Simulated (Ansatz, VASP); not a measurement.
## One calculation of BaS, two programs

```xyz
2
Lattice="0.0000 3.1938 3.1938 3.1938 0.0000 3.1938 3.1938 3.1938 0.0000" Properties=species:S:1:pos:R:3 pbc="T T T"
Ba    0.0000    0.0000    0.0000
S     3.2112    3.2001    3.2347
```

Change from the starting cell: one atom moved.

Alike in both runs: task single point; functional PBE; k mesh 8 × 8 × 8; occupations gaussian, width 0.02 eV; no spin polarisation.

```csv
,VASP,Ansatz
version,VASP 6.6.1,Ansatz 0.2.0
potentials or method,"VASP PAW PBE potentials, release 64 (Ba_sv, S), cutoff 520 eV","scalar-relativistic, plane waves, PAW"
valence electrons in the cell,16,16
```

|  | VASP | Ansatz | Ansatz less VASP |
| --- | --- | --- | --- |
| gap on the k mesh at the Fermi level (eV) | 2.11 | 2.21 | +0.099 |
| least direct gap on the mesh (eV) | 2.25 | 2.31 | +0.067 |
| pressure (GPa) | 1.4 | 0.9 | -0.59 |
| rms of the force components (eV/Å) | 0.055 | 0.050 | -0.0048 |

Atom by atom the forces differ by 0.005 eV/Å (rms over components).

Neither program's run includes spin-orbit coupling.
